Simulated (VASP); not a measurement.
# Al17N18 (a cell with a defect) in VASP: further runs

The runs below take Al17N18 (a cell with a defect) through single point, with PBEsol.

Everything below comes from runs of VASP 6.6.1. Logs are shortened: lines on timing, memory, paths and dates and some standing lists are left out, and cuts for length are marked.

## Step 1: The cell of the first run

The cell holds a defect, 35 atoms: a = 7.343 Å, b = 7.343 Å, c = 7.343 Å, α = 79.00°, β = 79.00°, γ = 79.00°.

## Step 2: Single point, PBEsol, collinear spin

INCAR

```
ALGO = Normal
EDIFF = 1E-6
ENCUT = 520
GGA = PS
ISIF = 2
ISMEAR = 0
ISPIN = 2
LASPH = T
LCHARG = F
LORBIT = 11
LREAL = Auto
LWAVE = F
MAGMOM = 0 0 0 0 0 0 0 0 0 0 0 0 0 0 0 0 0 0.25 0 0 0 0 0 0 0 0 0.25 0 0.25 0.25 0 0 0 0 0
NBANDS = 98
NELM = 150
PREC = Accurate
SIGMA = 0.02
```

KPOINTS

```
Automatic mesh
0
Gamma
  2 2 2
  0.5 0.5 0.5
```

POSCAR

```
Al17N18
1.0
   -4.6706711410      2.6966132406      4.9836450382
    0.0000000000     -5.3932264812      4.9836450382
    4.6706711410      2.6966132406      4.9836450382
Al N
17 18
Direct
    0.7223427642      0.3872635262      0.3923872488
    0.0539862279      0.7255031232      0.7225097542
    0.0539840437      0.0556331932      0.3923757359
    0.3922153367      0.3872668113      0.7225224897
    0.7223600214      0.7254861945      0.0541586225
    0.7206776267      0.0539541600      0.7208493209
    0.0546716389      0.3879402173      0.0548369098
    0.3922253446      0.0556100017      0.0541615947
    0.7790877983      0.7749125603      0.4418014943
    0.1105141451      0.4437948503      0.4418627397
    0.4416320246      0.7749101373      0.7792457674
    0.4416313439      0.1123653856      0.4418083307
    0.7780486182      0.4442690748      0.7782130654
    0.1105191737      0.7749636463      0.1106927526
    0.1109904537      0.1113270530      0.7782132727
    0.4416971372      0.4438068053      0.1107000873
    0.7780392430      0.1113240220      0.1111525350
    0.5292208397      0.8625005325      0.5293854932
    0.8490296004      0.5150382791      0.5165123927
    0.1817595960      0.8496237459      0.8492014456
    0.1817585075      0.1823162356      0.5165116105
    0.5163472845      0.5150417965      0.8492105986
    0.8490391123      0.8496209895      0.1819329421
    0.8489234345      0.1822082282      0.8490962237
    0.1819049046      0.5151776878      0.1820698291
    0.5163399571      0.1823116585      0.1819301514
    0.5905578472      0.5558252700      0.2227209276
    0.9047354604      0.2380223370      0.2388082994
    0.2225312658      0.5558121400      0.5907373140
    0.2225563059      0.9238297748      0.2227107123
    0.5713264854      0.2378850417      0.5715069404
    0.9047480587      0.5719177125      0.9049091167
    0.9046112049      0.9046198435      0.5715025597
    0.2386475766      0.2380164215      0.9049197066
    0.5713363824      0.9046005650      0.9047719445
```

Potentials or basis: VASP PAW PBE potentials, release 64 (Al, N).

On the command line:

```bash
$ cat potpaw_PBE.64/Al/POTCAR potpaw_PBE.64/N/POTCAR > POTCAR
$ mpirun -np 1 vasp_std > vasp.out
```

OUTCAR:

```text
EDIFF = 1E-6
   ENCUT = 520
   GGA = PS
   ISIF = 2
   ISMEAR = 0
   ISPIN = 2
   LASPH = T
   LORBIT = 11
   LREAL = Auto
   NELM = 150
   PREC = Accurate

 ion  position               nearest neighbor table
   1  0.722  0.387  0.392-  27 1.85  31 1.88  19 1.89  28 1.90   9 3.05  13 3.05  10 3.06  12 3.08
                            17 3.08   4 3.08   6 3.09   3 3.10  16 3.11   7 3.13   5 3.16
   2  0.054  0.726  0.723-  29 1.85  33 1.88  20 1.89  32 1.90  11 3.05  15 3.05  14 3.06   9 3.08
                            13 3.08   3 3.08   6 3.09   5 3.10  10 3.11   7 3.13   4 3.16
   3  0.054  0.056  0.392-  30 1.85  33 1.88  21 1.89  28 1.90  12 3.05  15 3.05  10 3.06   9 3.08
                            17 3.08   2 3.08   6 3.09   1 3.10  14 3.11   7 3.13   8 3.16
   4  0.392  0.387  0.723-  29 1.85  31 1.88  22 1.89  34 1.90  11 3.05  13 3.05  16 3.06  12 3.08
                            15 3.08   1 3.08   6 3.09   8 3.10  10 3.11   7 3.13   2 3.16
   5  0.722  0.725  0.054-  27 1.85  35 1.88  23 1.89  32 1.90   9 3.05  17 3.05  14 3.06  11 3.08
                            13 3.08   8 3.08   6 3.09   2 3.10  16 3.11   7 3.13   1 3.16
   6  0.721  0.054  0.721-  33 1.89  35 1.89  31 1.89  24 1.92  12 3.08   9 3.08  11 3.08   2 3.09
                             8 3.09   1 3.09   4 3.09   5 3.09   3 3.09  17 3.09  15 3.09  13 3.09
   7  0.055  0.388  0.055-  34 1.89  28 1.89  32 1.89  25 1.90  15 3.06  13 3.06  17 3.06  14 3.06
                            10 3.06  16 3.06   3 3.13   5 3.13   4 3.13   1 3.13   8 3.13   2 3.13
   8  0.392  0.056  0.054-  30 1.85  35 1.88  26 1.89  34 1.90  12 3.05  17 3.05  16 3.06  11 3.08
                            15 3.08   5 3.08   6 3.09   4 3.10  14 3.11   7 3.13   3 3.16
   9  0.779  0.775  0.442-  18 1.86  23 1.88  19 1.88  33 1.92   5 3.05   1 3.05   2 3.08   3 3.08
[... 21 lines left out ...]
  22  0.516  0.515  0.849-  11 1.88   4 1.89  13 1.89  16 1.89
  23  0.849  0.850  0.182-   9 1.88   5 1.89  17 1.89  14 1.89
  24  0.849  0.182  0.849-  17 1.89  13 1.89  15 1.89   6 1.92
  25  0.182  0.515  0.182-  14 1.88  16 1.88  10 1.88   7 1.90
  26  0.516  0.182  0.182-  12 1.88   8 1.89  17 1.89  16 1.89
  27  0.591  0.556  0.223-   1 1.85   5 1.85  16 1.87
  28  0.905  0.238  0.239-   7 1.89   3 1.90   1 1.90  17 1.90
  29  0.223  0.556  0.591-   2 1.85   4 1.85  10 1.87
  30  0.223  0.924  0.223-   8 1.85   3 1.85  14 1.87
  31  0.571  0.238  0.572-   4 1.88   1 1.88   6 1.89  12 1.92
  32  0.905  0.572  0.905-   7 1.89   5 1.90   2 1.90  13 1.90
  33  0.905  0.905  0.572-   2 1.88   3 1.88   6 1.89   9 1.92
  34  0.239  0.238  0.905-   7 1.89   4 1.90   8 1.90  15 1.90
  35  0.571  0.905  0.905-   8 1.88   5 1.88   6 1.89  11 1.92

  LATTYP: Found a trigonal (rhomboedric) cell.
 ALAT       =     7.3432696902
 COS(alpha) =     0.1908861810

  Lattice vectors:

 A1 = (  -4.6706711410,   2.6966132406,   4.9836450382)
 A2 = (   0.0000000000,  -5.3932264812,   4.9836450382)
 A3 = (   4.6706711410,   2.6966132406,   4.9836450382)

Analysis of symmetry for initial positions (statically):
=====================================================================
 Subroutine PRICEL returns:
 Original cell was already a primitive cell.

 Routine SETGRP: Setting up the symmetry group for a
 trigonal (rhombohedral) supercell.

 Subroutine GETGRP returns: Found  1 space group operations
 (whereof  1 operations were pure point group operations)
 out of a pool of 12 trial point group operations.

The static configuration has the point symmetry C_1 .

Analysis of symmetry for dynamics (positions and initial velocities):
=====================================================================
 Subroutine PRICEL returns:
 Original cell was already a primitive cell.

 Routine SETGRP: Setting up the symmetry group for a
 trigonal (rhombohedral) supercell.

 Subroutine GETGRP returns: Found  1 space group operations
 (whereof  1 operations were pure point group operations)
 out of a pool of 12 trial point group operations.

The dynamic configuration has the point symmetry C_1 .

Analysis of structural, dynamic, and magnetic symmetry:
=====================================================================
 Subroutine PRICEL returns:
 Original cell was already a primitive cell.

 Routine SETGRP: Setting up the symmetry group for a
 trigonal (rhombohedral) supercell.

 Subroutine GETGRP returns: Found  1 space group operations
 (whereof  1 operations were pure point group operations)
 out of a pool of 12 trial point group operations.

The overall configuration has the point symmetry C_1 .

 Subroutine INISYM returns: Found  1 space group operations
 (whereof  1 operations are pure point group operations),
 and found     1 'primitive' translations

----------------------------------------------------------------------------------------

                                     Primitive cell
[... 121 lines left out ...]
   dimension x,y,z NGX =    56 NGY =   56 NGZ =   56
   dimension x,y,z NGXF=   112 NGYF=  112 NGZF=  112
   ions per type =              17  18
   NGX,Y,Z   is equivalent  to a cutoff of  12.68, 12.68, 12.68 a.u.
   NGXF,Y,Z  is equivalent  to a cutoff of  25.36, 25.36, 25.36 a.u.
 SYSTEM =  unknown system
   PREC   = accura    normal or accurate (medium, high low for compatibility)
   ISTART =      0    job   : 0-new  1-cont  2-samecut
   ICHARG =      2    charge: 1-file 2-atom 10-const
   ISPIN  =      2    spin polarized calculation?
   LNONCOLLINEAR =      F non collinear calculations
   LSORBIT =      F    spin-orbit coupling
   LASPH  =      T    aspherical Exc in radial PAW
   ENCUT  =  520.0 eV  38.22 Ry    6.18 a.u.  13.65 13.65 13.65*2*pi/ulx,y,z
   NELM   =    150;   NELMIN=  2; NELMDL= -5     # of ELM steps
   EDIFF  = 0.1E-05   stopping-criterion for ELM
   LREAL  =      T    real-space projection
   EDIFFG = 0.1E-04   stopping-criterion for IOM
   NSW    =      0    number of steps for IOM
   IBRION =     -1    ionic relax: 0-MD 1-quasi-New 2-CG
   NFREE  =      0    steps in history (QN), initial steepest desc. (CG)
   ISIF   =      2    stress and relaxation
   ISYM   =      2    0-nonsym 1-usesym 2-fastsym
   POTIM  = 0.5000    time-step for ionic-motion
   TEBEG  =    0.0;   TEEND  =   0.0 temperature during run
   PSTRESS=    0.0 pullay stress
   NELECT =     141.0000    total number of electrons
   NUPDOWN=      -1.0000    fix difference up-down
   EMIN   =  10.00;   EMAX   =-10.00  energy-range for DOS
   EFERMI =   0.00;   METHOD = LEGACY
   ISMEAR =     0;   SIGMA  =   0.02  broadening in eV -4-tet -1-fermi 0-gaus
   EFERMI_NEDOS =   21; number of points for ismear=-14 and -15
   IALGO  =     38    algorithm
   IMIX   =      4    mixing-type and parameters
     AMIX     =   0.40;   BMIX     =  1.00
     AMIX_MAG =   1.60;   BMIX_MAG =  1.00
  volume/ion in A,a.u.               =      10.76        72.61
  Fermi-wavevector in a.u.,A,eV,Ry     =   1.179911  2.229708 18.941881  1.392189
  Thomas-Fermi vector in A             =   2.316213
   LORBIT       =     11    0 simple, 1 ext, 2 COOP (PROOUT), +10 PAW based schemes
   GGA     = PS    functional components
   LHFCALC =     F    Hartree Fock is set to
   AEXX    =    0.0000 exact exchange contribution
   IVDW    =     0    specifies the selected vdW correction
   LEPSILON=     F    determine dielectric tensor
   LRPA    =     F    only Hartree local field effects (RPA)
 spin polarized calculation
 Gauss-broadening in eV      SIGMA  =   0.02
  energy-cutoff  :      520.00
  volume of cell :      376.61
 maximum number of plane-waves:     10147
 NGX is ok and might be reduce to    54
   NGX = 27   NGY = 27   NGZ = 27

 number of electron     141.0000002 magnetization       2.9997856

 Free energy of the ion-electron system (eV)
  ---------------------------------------------------
  ext. energy  EPLUGINS =         0.00000000
  ---------------------------------------------------
  free energy    TOTEN  =      -268.11437188 eV

  energy without entropy =     -268.11437188  energy(sigma->0) =     -268.11437188

 E-fermi :   5.5231     XC(G=0): -10.9034

 val. band max:        5.3902351781   @ k =  -0.2500   0.2500   0.2500
 cond. band min:       5.9939805836   @ k =  -0.2500   0.2500   0.2500
 fundamental gap:      0.6037454055
 Fermi energy:         5.5231223451

 spin component 1

 k-point     1 :       0.2500    0.2500    0.2500
  band No.  band energies     occupation
      1      -9.4555      1.00000
      2      -8.4789      1.00000
      3      -8.4788      1.00000
      4      -8.3833      1.00000
      5      -8.0179      1.00000
      6      -8.0141      1.00000
[... 329 lines left out ...]
     81      12.0893      0.00000
     82      12.2490      0.00000
 Fermi energy:         5.5231223451

 spin component 2

 k-point     1 :       0.2500    0.2500    0.2500
  band No.  band energies     occupation
      1      -9.3421      1.00000
      2      -8.3609      1.00000
      3      -8.3608      1.00000
      4      -8.2647      1.00000
      5      -7.9475      1.00000
      6      -7.8965      1.00000
[... 329 lines left out ...]
     81      12.1316      0.00000
     82      12.3512      0.00000
 [bands above 82 left out]

------------------------ aborting loop because EDIFF is reached ----------------------------------------

  FORCE on cell =-STRESS in cart. coord.  units (eV):
  Direction    XX          YY          ZZ          XY          YZ          ZX
  --------------------------------------------------------------------------------------
  -------------------------------------------------------------------------------------
  Total        4.7261804      4.7222869      4.1164134     -0.0009361      0.0036016     -0.0017214
  in kB       20.1059488     20.0893851     17.5118995     -0.0039825      0.0153216     -0.0073229
  external PRESSURE =      19.2357445 kB  Pullay stress =       0.0000000 kB

 VOLUME and BASIS-vectors are now :
 -----------------------------------------------------------------------------
  energy-cutoff  :      520.00
  volume of cell :      376.61
      direct lattice vectors                 reciprocal lattice vectors
    -4.670671141  2.696613241  4.983645038    -0.107050997  0.061805922  0.066885448
     0.000000000 -5.393226481  4.983645038     0.000000000 -0.123611843  0.066885448
     4.670671141  2.696613241  4.983645038     0.107050997  0.061805922  0.066885448

 POSITION                                       TOTAL-FORCE (eV/Angst)
 -----------------------------------------------------------------------------------
     -1.54111      0.91740      7.48540        -0.005146     -0.008289     -0.001490
      3.12245     -1.81889      7.48543        -0.005097      0.013043     -0.002774
      1.58052      0.90362      2.50175        -0.013127      0.001462      0.001125
      1.54276      0.91740      7.48546         0.006014     -0.007604     -0.001931
     -3.12095     -1.81874      7.48546         0.006751      0.012001     -0.003601
      0.00080      3.59625      7.45295         0.000051      0.003933     -0.008801
[... 27 lines left out ...]
      3.11194      1.80008      6.88532        -0.005188      0.002321      0.001271
      1.55737     -0.89822     11.86461        -0.002593     -0.001653     -0.002911
 -----------------------------------------------------------------------------------
    total drift:                               -0.002152      0.016985      0.001541

  FREE ENERGIE OF THE ION-ELECTRON SYSTEM (eV)
  ---------------------------------------------------
  free  energy   TOTEN  =      -268.1143718755 eV

  energy  without entropy=     -268.1143718755  energy(sigma->0) =     -268.11437188

 total charge

# of ion       s       p       d       tot
------------------------------------------
    1        0.374   0.454   0.000   0.828
    2        0.374   0.454   0.000   0.828
    3        0.374   0.454   0.000   0.828
    4        0.374   0.454   0.000   0.828
    5        0.374   0.454   0.000   0.828
    6        0.367   0.441   0.000   0.808
[... 27 lines left out ...]
   34        1.221   2.615   0.000   3.837
   35        1.220   2.627   0.000   3.847
--------------------------------------------------
tot         28.374  54.346   0.000  82.720

 magnetization (x)

# of ion       s       p       d       tot
------------------------------------------
    1       -0.001  -0.000   0.000  -0.002
    2       -0.001  -0.000   0.000  -0.002
    3       -0.001  -0.000   0.000  -0.002
    4       -0.001  -0.000   0.000  -0.002
    5       -0.001  -0.000   0.000  -0.002
    6        0.001  -0.001   0.000  -0.000
[... 27 lines left out ...]
   34        0.002   0.055   0.000   0.057
   35        0.001   0.033   0.000   0.034
--------------------------------------------------
tot          0.050   1.965   0.000   2.015
```

Run time: 16 min. Hardware: 1 thread of Oxide Virtual Turin-like, shared host; peak memory 0.61 GiB.

Results:

| Item | Value |
| --- | --- |
| Free energy | -268.1144 eV |
| Pressure | 1.9 GPa |
| Largest force | 0.014 eV/Å |
| Band gap on the k mesh | 0.60 eV |
| Net moment | 3.00 μB per cell |
| Site moments | Al -0.00; N +0.40, +0.02, -0.00, +0.01, +0.42, +0.06, +0.03 (each value once) μB |
| Valence electrons inside the program's atomic spheres | Al 0.83, 0.81, 0.82 (each value once); N 3.74, 3.85, 3.84 (each value once) |

Forces on the atoms (eV/Å):
```
Al  -0.005 -0.008 -0.001
Al  -0.005  0.013 -0.003
Al  -0.013  0.001  0.001
Al   0.006 -0.008 -0.002
Al   0.007  0.012 -0.004
Al   0.000  0.004 -0.009
Al  -0.001 -0.001  0.001
Al   0.011 -0.001  0.001
Al  -0.004  0.001  0.007
Al  -0.004  0.004  0.006
Al   0.004  0.002  0.008
Al   0.000 -0.010  0.009
Al   0.001 -0.009 -0.006
Al  -0.001  0.003  0.011
Al  -0.008  0.002  0.001
Al   0.004  0.003  0.004
Al   0.008  0.002  0.002
N    0.000  0.000  0.002
N    0.001  0.007 -0.003
N    0.006 -0.005 -0.003
N    0.008 -0.003 -0.004
N   -0.002  0.007 -0.004
N   -0.006 -0.006 -0.004
N   -0.001 -0.001 -0.004
N    0.001 -0.001  0.000
N   -0.008 -0.003 -0.003
N    0.003 -0.003  0.000
N    0.005  0.002  0.002
N   -0.004 -0.003  0.001
N    0.002  0.003 -0.001
N    0.000  0.003 -0.003
N    0.000 -0.006  0.002
N    0.002 -0.002 -0.005
N   -0.005  0.002  0.001
N   -0.003 -0.002 -0.003
```

Caveat: the PAW data sets were made with another functional, which shifts forces and pressure a little.

(Continued in part 2 of 2.)
